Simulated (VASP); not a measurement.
# Sc3W (Pm-3m) in VASP: notebook

Runs on Sc3W. Level: PBE. Tasks: single point, relaxation of cell and atoms.

Everything below comes from runs of VASP 6.6.1. Logs are shortened: lines on timing, memory, paths and dates and some standing lists are left out, and cuts for length are marked.

**1. The cell of the first run**

Symmetry: Pm-3m, No. 221, cubic system. Conventional cell: a = 4.368 Å, b = 4.368 Å, c = 4.368 Å, α = 90.00°, β = 90.00°, γ = 90.00°. Sc (site symmetry 4/mmm) has 8 Sc at 3.09 Å and 4 W at 3.09 Å within 4.1 Å. Within 4.1 Å of W (site symmetry m-3m) lie 12 Sc at 3.09 Å.

The cell was built from a structure type or drawn by symmetry, and may not be a known phase.

**2. Single point, PBE**

INCAR reads:

```
SYSTEM = Sc3W
PREC = Accurate
ENCUT = 520
EDIFF = 1E-7
ISMEAR = 0
SIGMA = 0.1
LREAL = .FALSE.
LASPH = .TRUE.
NELM = 100
ALGO = Fast
ISIF = 2
LWAVE = .FALSE.
LCHARG = .TRUE.
GGA = PE
LELF = .TRUE.
LVHAR = .TRUE.
NBANDS = 32
```

KPOINTS reads:

```
Automatic mesh
0
G
  4 4 4
  0 0 0
```

POSCAR reads:

```
Sc3W
1.0
    4.3677731437      0.0000000000      0.0000000000
    0.0000000000      4.3677731437      0.0000000000
    0.0000000000      0.0000000000      4.3677731437
Sc W
3 1
Direct
    0.5000000000      0.0000000000      0.5000000000
    0.0000000000      0.5000000000      0.5000000000
    0.5000000000      0.5000000000      0.0000000000
    0.0000000000      0.0000000000      0.0000000000
```

Potentials or basis: VASP PAW PBE potentials, release 64 (Sc_sv, W_sv).

Command:

```
cat potpaw_PBE.64/Sc_sv/POTCAR potpaw_PBE.64/W_sv/POTCAR > POTCAR
mpirun -np 1 vasp_std > vasp.out
```

OUTCAR:

```text
SYSTEM = Sc3W
   PREC = Accurate
   ENCUT = 520
   EDIFF = 1E-7
   ISMEAR = 0
   LREAL = .FALSE.
   LASPH = .TRUE.
   NELM = 100
   ISIF = 2
   GGA = PE

 ion  position               nearest neighbor table
   1  0.500  0.000  0.500-   2 3.09   3 3.09   4 3.09   3 3.09   4 3.09   2 3.09   3 3.09   3 3.09
                             2 3.09   4 3.09   4 3.09   2 3.09
   2  0.000  0.500  0.500-   1 3.09   3 3.09   4 3.09   3 3.09   4 3.09   1 3.09   4 3.09   4 3.09
                             1 3.09   3 3.09   3 3.09   1 3.09
   3  0.500  0.500  0.000-   1 3.09   2 3.09   4 3.09   1 3.09   2 3.09   1 3.09   4 3.09   1 3.09
                             2 3.09   4 3.09   2 3.09   4 3.09
   4  0.000  0.000  0.000-   1 3.09   2 3.09   3 3.09   1 3.09   2 3.09   2 3.09   3 3.09   2 3.09
                             1 3.09   3 3.09   1 3.09   3 3.09

  LATTYP: Found a simple cubic cell.
 ALAT       =     4.3677731437

  Lattice vectors:

 A1 = (   4.3677731437,   0.0000000000,   0.0000000000)
 A2 = (   0.0000000000,   4.3677731437,   0.0000000000)
 A3 = (   0.0000000000,   0.0000000000,   4.3677731437)

Analysis of symmetry for initial positions (statically):
=====================================================================
 Subroutine PRICEL returns:
 Original cell was already a primitive cell.

 Routine SETGRP: Setting up the symmetry group for a
 simple cubic supercell.

 Subroutine GETGRP returns: Found 48 space group operations
 (whereof 48 operations were pure point group operations)
 out of a pool of 48 trial point group operations.

The static configuration has the point symmetry O_h .

Analysis of symmetry for dynamics (positions and initial velocities):
=====================================================================
 Subroutine PRICEL returns:
 Original cell was already a primitive cell.

 Routine SETGRP: Setting up the symmetry group for a
 simple cubic supercell.

 Subroutine GETGRP returns: Found 48 space group operations
 (whereof 48 operations were pure point group operations)
 out of a pool of 48 trial point group operations.

The dynamic configuration has the point symmetry O_h .

 Subroutine INISYM returns: Found 48 space group operations
 (whereof 48 operations are pure point group operations),
 and found     1 'primitive' translations

----------------------------------------------------------------------------------------

                                     Primitive cell

  volume of cell :      83.3259

  direct lattice vectors                    reciprocal lattice vectors
     4.367773144  0.000000000  0.000000000     0.228949620  0.000000000  0.000000000
     0.000000000  4.367773144  0.000000000     0.000000000  0.228949620  0.000000000
     0.000000000  0.000000000  4.367773144     0.000000000  0.000000000  0.228949620

  length of vectors
     4.367773144  4.367773144  4.367773144     0.228949620  0.228949620  0.228949620

  position of ions in fractional coordinates (direct lattice)
     0.500000000  0.000000000  0.500000000
     0.000000000  0.500000000  0.500000000
     0.500000000  0.500000000  0.000000000
     0.000000000  0.000000000  0.000000000

  ion indices of the primitive-cell ions
   primitive index   ion index
                 1           1
                 2           2
                 3           3
                 4           4

----------------------------------------------------------------------------------------

 KPOINTS: Automatic mesh

Automatic generation of k-mesh.
 Grid dimensions read from file:
 generate k-points for:    4    4    4

 Generating k-lattice:

  Cartesian coordinates                     Fractional coordinates (reciprocal lattice)
     0.057237405  0.000000000  0.000000000     0.250000000  0.000000000  0.000000000
     0.000000000  0.057237405  0.000000000     0.000000000  0.250000000  0.000000000
     0.000000000  0.000000000  0.057237405     0.000000000  0.000000000  0.250000000

  Length of vectors
     0.057237405  0.057237405  0.057237405

  Shift w.r.t. Gamma in fractional coordinates (k-lattice)
     0.000000000  0.000000000  0.000000000

 Subroutine IBZKPT returns following result:
 ===========================================

 Found     10 irreducible k-points:

 Following reciprocal coordinates:
            Coordinates               Weight
  0.000000  0.000000  0.000000      1.000000
  0.250000  0.000000  0.000000      6.000000
  0.500000  0.000000  0.000000      3.000000
  0.250000  0.250000  0.000000     12.000000
  0.500000  0.250000  0.000000     12.000000
  0.500000  0.500000  0.000000      3.000000
  0.250000  0.250000  0.250000      8.000000
  0.500000  0.250000  0.250000     12.000000
  0.500000  0.500000  0.250000      6.000000
  0.500000  0.500000  0.500000      1.000000
   k-points           NKPTS =     10   k-points in BZ     NKDIM =     10   number of bands    NBANDS=     32
   number of dos      NEDOS =    301   number of ions     NIONS =      4
   total plane-waves  NPLWV =  32768
   dimension x,y,z NGX =    32 NGY =   32 NGZ =   32
   dimension x,y,z NGXF=    64 NGYF=   64 NGZF=   64
   ions per type =               3   1
   NGX,Y,Z   is equivalent  to a cutoff of  12.18, 12.18, 12.18 a.u.
   NGXF,Y,Z  is equivalent  to a cutoff of  24.36, 24.36, 24.36 a.u.
 SYSTEM =  Sc3W
   PREC   = accura    normal or accurate (medium, high low for compatibility)
   ISTART =      0    job   : 0-new  1-cont  2-samecut
   ICHARG =      2    charge: 1-file 2-atom 10-const
   ISPIN  =      1    spin polarized calculation?
   LNONCOLLINEAR =      F non collinear calculations
   LSORBIT =      F    spin-orbit coupling
   LASPH  =      T    aspherical Exc in radial PAW
   ENCUT  =  520.0 eV  38.22 Ry    6.18 a.u.   8.12  8.12  8.12*2*pi/ulx,y,z
   NELM   =    100;   NELMIN=  2; NELMDL= -5     # of ELM steps
   EDIFF  = 0.1E-06   stopping-criterion for ELM
   LREAL  =      F    real-space projection
   EDIFFG = 0.1E-05   stopping-criterion for IOM
   NSW    =      0    number of steps for IOM
   IBRION =     -1    ionic relax: 0-MD 1-quasi-New 2-CG
   NFREE  =      0    steps in history (QN), initial steepest desc. (CG)
   ISIF   =      2    stress and relaxation
   ISYM   =      2    0-nonsym 1-usesym 2-fastsym
   POTIM  = 0.5000    time-step for ionic-motion
   TEBEG  =    0.0;   TEEND  =   0.0 temperature during run
   PSTRESS=    0.0 pullay stress
   NELECT =      47.0000    total number of electrons
   NUPDOWN=      -1.0000    fix difference up-down
   EMIN   =  10.00;   EMAX   =-10.00  energy-range for DOS
   EFERMI =   0.00;   METHOD = LEGACY
   ISMEAR =     0;   SIGMA  =   0.10  broadening in eV -4-tet -1-fermi 0-gaus
   EFERMI_NEDOS =   21; number of points for ismear=-14 and -15
   IALGO  =     68    algorithm
   IMIX   =      4    mixing-type and parameters
     AMIX     =   0.40;   BMIX     =  1.00
     AMIX_MAG =   1.60;   BMIX_MAG =  1.00
  volume/ion in A,a.u.               =      20.83       140.58
  Fermi-wavevector in a.u.,A,eV,Ry     =   1.352635  2.556110 24.893521  1.829622
  Thomas-Fermi vector in A             =   2.479958
   LORBIT       =      0    0 simple, 1 ext, 2 COOP (PROOUT), +10 PAW based schemes
   GGA     = PE    functional components
   LHFCALC =     F    Hartree Fock is set to
   AEXX    =    0.0000 exact exchange contribution
   IVDW    =     0    specifies the selected vdW correction
   LEPSILON=     F    determine dielectric tensor
   LRPA    =     F    only Hartree local field effects (RPA)
 non-spin polarized calculation
 RMM-DIIS sequential band-by-band and
 Gauss-broadening in eV      SIGMA  =   0.10
  energy-cutoff  :      520.00
  volume of cell :       83.33
 maximum number of plane-waves:      2272
   NGX = 17   NGY = 17   NGZ = 17

 number of electron      46.9999991 magnetization

 Free energy of the ion-electron system (eV)
  ---------------------------------------------------
  ext. energy  EPLUGINS =         0.00000000
  ---------------------------------------------------
  free energy    TOTEN  =       -30.67473828 eV

  energy without entropy =      -30.66223970  energy(sigma->0) =      -30.66848899

 E-fermi :   5.4608     XC(G=0): -10.9670

 val. band max:        5.4310306721   @ k =   0.5000   0.5000   0.0000
 cond. band min:       5.5060167857   @ k =   0.5000   0.5000   0.2500
 fundamental gap:      0.0749861136
 Fermi energy:         5.4607984239

 k-point     1 :       0.0000    0.0000    0.0000
  band No.  band energies     occupation
      1     -68.0536      2.00000
      2     -43.7997      2.00000
      3     -43.6824      2.00000
      4     -43.6824      2.00000
      5     -32.2232      2.00000
      6     -32.2232      2.00000
[... 24 lines left out ...]
     31       8.5278      0.00000
     32       9.7645      0.00000

 k-point     2 :       0.2500    0.0000    0.0000
  band No.  band energies     occupation
      1     -68.0536      2.00000
      2     -43.7849      2.00000
      3     -43.6974      2.00000
      4     -43.6822      2.00000
      5     -32.2238      2.00000
      6     -32.2227      2.00000
[... 24 lines left out ...]
     31       8.6804      0.00000
     32       8.8468      0.00000

 k-point     3 :       0.5000    0.0000    0.0000
  band No.  band energies     occupation
      1     -68.0535      2.00000
      2     -43.7610      2.00000
      3     -43.7214      2.00000
      4     -43.6820      2.00000
      5     -32.2244      2.00000
      6     -32.2221      2.00000
[... 24 lines left out ...]
     31       7.8160      0.00000
     32       8.2821      0.00000

 k-point     4 :       0.2500    0.2500    0.0000
  band No.  band energies     occupation
      1     -68.0536      2.00000
      2     -43.7717      2.00000
      3     -43.7019      2.00000
      4     -43.6907      2.00000
      5     -32.2247      2.00000
      6     -32.2233      2.00000
[... 164 lines left out ...]
     31       7.2674      0.00000
     32       7.8107      0.00000

 k-point     9 :       0.5000    0.5000    0.2500
  band No.  band energies     occupation
      1     -68.0535      2.00000
      2     -43.7209      2.00000
      3     -43.7209      2.00000
      4     -43.7209      2.00000
      5     -32.2272      2.00000
      6     -32.2272      2.00000
[... 24 lines left out ...]
     31       7.1245      0.00000
     32       7.3558      0.00000

 k-point    10 :       0.5000    0.5000    0.5000
  band No.  band energies     occupation
      1     -68.0536      2.00000
      2     -43.7206      2.00000
      3     -43.7206      2.00000
      4     -43.7206      2.00000
      5     -32.2281      2.00000
      6     -32.2281      2.00000
[... 24 lines left out ...]
     31       7.0311      0.00000
     32       7.0311      0.00000

------------------------ aborting loop because EDIFF is reached ----------------------------------------

  FORCE on cell =-STRESS in cart. coord.  units (eV):
  Direction    XX          YY          ZZ          XY          YZ          ZX
  --------------------------------------------------------------------------------------
  -------------------------------------------------------------------------------------
  Total        0.0373373      0.0373373      0.0373373     -0.0000000      0.0000000     -0.0000000
  in kB        0.7179156      0.7179156      0.7179156     -0.0000000      0.0000000     -0.0000000
  external PRESSURE =       0.7179156 kB  Pullay stress =       0.0000000 kB

 VOLUME and BASIS-vectors are now :
 -----------------------------------------------------------------------------
  energy-cutoff  :      520.00
  volume of cell :       83.33
      direct lattice vectors                 reciprocal lattice vectors
     4.367773144  0.000000000  0.000000000     0.228949620  0.000000000  0.000000000
     0.000000000  4.367773144  0.000000000     0.000000000  0.228949620  0.000000000
     0.000000000  0.000000000  4.367773144     0.000000000  0.000000000  0.228949620

 POSITION                                       TOTAL-FORCE (eV/Angst)
 -----------------------------------------------------------------------------------
      2.18389      0.00000      2.18389         0.000000      0.000000      0.000000
      0.00000      2.18389      2.18389         0.000000      0.000000      0.000000
      2.18389      2.18389      0.00000         0.000000      0.000000      0.000000
      0.00000      0.00000      0.00000         0.000000      0.000000      0.000000
 -----------------------------------------------------------------------------------
    total drift:                                0.000000     -0.000000     -0.000000

  FREE ENERGIE OF THE ION-ELECTRON SYSTEM (eV)
  ---------------------------------------------------
  free  energy   TOTEN  =       -30.6747382788 eV

  energy  without entropy=      -30.6622396970  energy(sigma->0) =      -30.66848899
```

It took 49 s on 1 thread of Intel Xeon 8259CL, shared host; peak memory 0.19 GiB.

What came out:

```yaml
Free_energy: -30.6747 eV
Pressure: 0.1 GPa
Band_gap_on_the_k_mesh: zero (an odd number of electrons rules out a gap without spin polarisation)
```

Levels at points of the mesh, in eV from the Fermi level:
```csv
k point,band 19,band 20,band 21,band 22,band 23,band 24,band 25,band 26,band 27,band 28
"(0.00, 0.00, 0.00)",-2.65,-2.32,-1.69,-1.69,-1.69,1.27,1.27,1.27,2.48,2.48
"(0.50, 0.00, 0.00)",-1.81,-1.03,-0.97,-0.76,-0.76,0.14,0.14,0.14,0.55,1.83
"(0.50, 0.50, 0.00)",-1.81,-1.81,-0.72,-0.72,-0.58,-0.03,0.21,0.26,0.64,0.64
"(0.50, 0.50, 0.50)",-2.61,-2.61,0.31,0.31,0.50,0.53,0.53,0.53,1.01,1.01
```

Caveat: spin-orbit coupling is left out, which moves the levels of the heavy elements.

**3. Single point, PBE**

This run uses another cell than the first one, of 22.45 Å³/atom.

INCAR reads:

```
SYSTEM = Sc3W
  ALGO = Fast
  EDIFF = 1E-6
  ENCUT = 520
  GGA = PE
  ISIF = 2
  ISMEAR = 0
  LASPH = .True.
  LCHARG = .False.
  LREAL = .False.
  LWAVE = .False.
  NBANDS = 32
  NELM = 60
  PREC = Accurate
  SIGMA = 0.1
```

KPOINTS reads:

```
k-points
0
Gamma
  4 4 4
  0 0 0
```

POSCAR reads:

```
Sc3W
1.0
    4.4780675100      0.0000000000      0.0000000000
    0.0000000000      4.4780675100      0.0000000000
    0.0000000000      0.0000000000      4.4780675100
Sc W
3 1
Direct
    0.5000000000      0.0000000000      0.5000000000
    0.0000000000      0.5000000000      0.5000000000
    0.5000000000      0.5000000000      0.0000000000
    0.0000000000      0.0000000000      0.0000000000
```

Potentials or basis: VASP PAW PBE potentials, release 64 (Sc_sv, W_sv).

Command:

```
cat potpaw_PBE.64/Sc_sv/POTCAR potpaw_PBE.64/W_sv/POTCAR > POTCAR
mpirun -np 1 vasp_std > vasp.out
```

OUTCAR:

```text
SYSTEM = Sc3W
   EDIFF = 1E-6
   ENCUT = 520
   GGA = PE
   ISIF = 2
   ISMEAR = 0
   LASPH = .True.
   LREAL = .False.
   NELM = 60
   PREC = Accurate

 ion  position               nearest neighbor table
   1  0.500  0.000  0.500-   2 3.17   3 3.17   4 3.17   3 3.17   4 3.17   2 3.17   3 3.17   3 3.17
                             2 3.17   4 3.17   4 3.17   2 3.17
   2  0.000  0.500  0.500-   1 3.17   3 3.17   4 3.17   3 3.17   4 3.17   1 3.17   4 3.17   4 3.17
                             1 3.17   3 3.17   3 3.17   1 3.17
   3  0.500  0.500  0.000-   1 3.17   2 3.17   4 3.17   1 3.17   2 3.17   1 3.17   4 3.17   1 3.17
                             2 3.17   4 3.17   2 3.17   4 3.17
   4  0.000  0.000  0.000-   1 3.17   2 3.17   3 3.17   1 3.17   2 3.17   2 3.17   3 3.17   2 3.17
                             1 3.17   3 3.17   1 3.17   3 3.17

  LATTYP: Found a simple cubic cell.
 ALAT       =     4.4780675100

  Lattice vectors:

 A1 = (   4.4780675100,   0.0000000000,   0.0000000000)
 A2 = (   0.0000000000,   4.4780675100,   0.0000000000)
 A3 = (   0.0000000000,   0.0000000000,   4.4780675100)

Analysis of symmetry for initial positions (statically):
=====================================================================
[... 166 lines left out ...]
 cond. band min:       4.8777222405   @ k =   0.5000   0.5000   0.2500
 fundamental gap:      0.1546838957
 Fermi energy:         4.8609761136

 k-point     1 :       0.0000    0.0000    0.0000
  band No.  band energies     occupation
      1     -68.7581      2.00000
      2     -44.5610      2.00000
      3     -44.4752      2.00000
      4     -44.4752      2.00000
      5     -32.9000      2.00000
      6     -32.9000      2.00000
[... 339 lines left out ...]
     31       6.3924      0.00000
     32       6.3924      0.00000

------------------------ aborting loop because EDIFF is reached ----------------------------------------

  FORCE on cell =-STRESS in cart. coord.  units (eV):
  Direction    XX          YY          ZZ          XY          YZ          ZX
  --------------------------------------------------------------------------------------
  -------------------------------------------------------------------------------------
  Total       -3.2711059     -3.2711059     -3.2711059      0.0000000     -0.0000000      0.0000000
  in kB      -58.3624176    -58.3624176    -58.3624176      0.0000000     -0.0000000      0.0000000
  external PRESSURE =     -58.3624176 kB  Pullay stress =       0.0000000 kB

 VOLUME and BASIS-vectors are now :
 -----------------------------------------------------------------------------
  energy-cutoff  :      520.00
  volume of cell :       89.80
      direct lattice vectors                 reciprocal lattice vectors
     4.478067510  0.000000000  0.000000000     0.223310613  0.000000000  0.000000000
     0.000000000  4.478067510  0.000000000     0.000000000  0.223310613  0.000000000
     0.000000000  0.000000000  4.478067510     0.000000000  0.000000000  0.223310613

 POSITION                                       TOTAL-FORCE (eV/Angst)
 -----------------------------------------------------------------------------------
      2.23903      0.00000      2.23903         0.000000      0.000000      0.000000
      0.00000      2.23903      2.23903         0.000000      0.000000      0.000000
      2.23903      2.23903      0.00000         0.000000      0.000000      0.000000
      0.00000      0.00000      0.00000         0.000000      0.000000      0.000000
 -----------------------------------------------------------------------------------
    total drift:                                0.000000      0.000000      0.000000

  FREE ENERGIE OF THE ION-ELECTRON SYSTEM (eV)
  ---------------------------------------------------
  free  energy   TOTEN  =       -30.5544741871 eV

  energy  without entropy=      -30.5438449183  energy(sigma->0) =      -30.54915955
```

OSZICAR:

```text
N       E                     dE             d eps       ncg     rms          rms(c)
DAV:   1     0.793293977789E+03    0.79329E+03   -0.21733E+04   640   0.160E+03
DAV:   2     0.247439423671E+02   -0.76855E+03   -0.75547E+03   816   0.674E+02
DAV:   3    -0.300803998102E+02   -0.54824E+02   -0.49910E+02  1032   0.213E+02
DAV:   4    -0.334290041140E+02   -0.33486E+01   -0.31803E+01  1080   0.477E+01
[... 10 lines left out ...]
RMM:  15    -0.305544641911E+02   -0.76384E-05   -0.12362E-04   835   0.464E-02    0.621E-03
RMM:  16    -0.305544708460E+02   -0.66549E-05   -0.74849E-05   762   0.258E-02    0.156E-03
RMM:  17    -0.305544728422E+02   -0.19962E-05   -0.17660E-05   697   0.171E-02    0.156E-03
RMM:  18    -0.305544740308E+02   -0.11887E-05   -0.11200E-05   657   0.121E-02    0.192E-03
RMM:  19    -0.305544741871E+02   -0.15624E-06   -0.31032E-06   615   0.974E-03
   1 F= -.30554474E+02 E0= -.30549160E+02  d E =-.106293E-01
```

Run time: 58 s. Hardware: 1 thread of Intel Xeon 8259CL, shared host; peak memory 0.21 GiB.

Results:

* Free energy: -30.5545 eV
* Pressure: -5.8 GPa
* Band gap on the k mesh: zero (an odd number of electrons rules out a gap without spin polarisation)

Levels at points of the mesh, in eV from the Fermi level:
```csv
k point,band 21,band 22,band 23,band 24,band 25,band 26
"(0.00, 0.00, 0.00)",-1.47,-1.47,-1.47,1.23,1.23,1.23
"(0.50, 0.00, 0.00)",-0.82,-0.69,-0.69,0.16,0.16,0.23
"(0.50, 0.50, 0.00)",-0.63,-0.63,-0.46,0.03,0.26,0.29
"(0.50, 0.50, 0.50)",0.34,0.34,0.35,0.41,0.41,0.41
```

Caveat: the cell stands under tension; spin-orbit coupling is left out, which moves the levels of the heavy elements.

[end of part 1 of 2]
